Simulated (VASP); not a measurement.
# Ti: single point with PBE

The system is Ti.

```
Ti
1.0
    -1.62802    1.62802    1.62802
     1.62802   -1.62802    1.62802
     1.62802    1.62802   -1.62802
Ti
1
Cartesian
  0.0000 0.0000 0.0000
```

This isn't the form of Ti at room conditions, which is hcp.

```json
{
  "Program": "VASP 6.6.1",
  "Task": "single point",
  "Functional": "PBE",
  "Potentials or basis": "VASP PAW PBE potentials, release 64 (Ti_sv)",
  "Cutoff": "520 eV",
  "k mesh": "22 × 22 × 22",
  "Occupations": "fermi-dirac, width 0.05 eV",
  "Spin": "collinear spin",
  "Starting moments": "[1.0] μB"
}
```

```
Pressure                                              : -0.3 GPa
Band gap on the k mesh                                : zero (filled and empty bands overlap)
Net moment                                            : 0.00 μB per cell
Valence electrons inside the program's atomic spheres : Ti 10.27
```

Levels at points of the mesh, in eV from the Fermi level:
Spin up:
| k point | band 2 | band 3 | band 4 | band 5 | band 6 | band 7 | band 8 | band 9 | band 10 | band 11 |
| --- | --- | --- | --- | --- | --- | --- | --- | --- | --- | --- |
| (0.00, 0.00, 0.00) | -32.37 | -32.37 | -32.37 | -5.97 | 0.99 | 0.99 | 0.99 | 2.76 | 2.76 | 17.46 |
| (0.50, 0.00, 0.00) | -33.05 | -32.58 | -32.37 | -2.47 | -0.40 | 1.16 | 2.75 | 3.11 | 4.30 | 8.84 |
| (0.50, 0.50, 0.50) | -32.84 | -32.84 | -32.84 | -2.12 | -2.12 | 3.95 | 3.95 | 3.95 | 8.43 | 8.43 |
Spin down:
```tsv
k point	band 4	band 5	band 6	band 7	band 8	band 9
(0.00, 0.00, 0.00)	-32.37	-5.97	0.99	0.99	0.99	2.77
(0.50, 0.00, 0.00)	-32.37	-2.47	-0.40	1.16	2.75	3.11
(0.50, 0.50, 0.50)	-32.84	-2.12	-2.12	3.95	3.95	3.95
```

Wall time 3.7 min on 1 thread of Intel Xeon 8259CL, with other jobs on the host, peak memory 0.25 GiB.
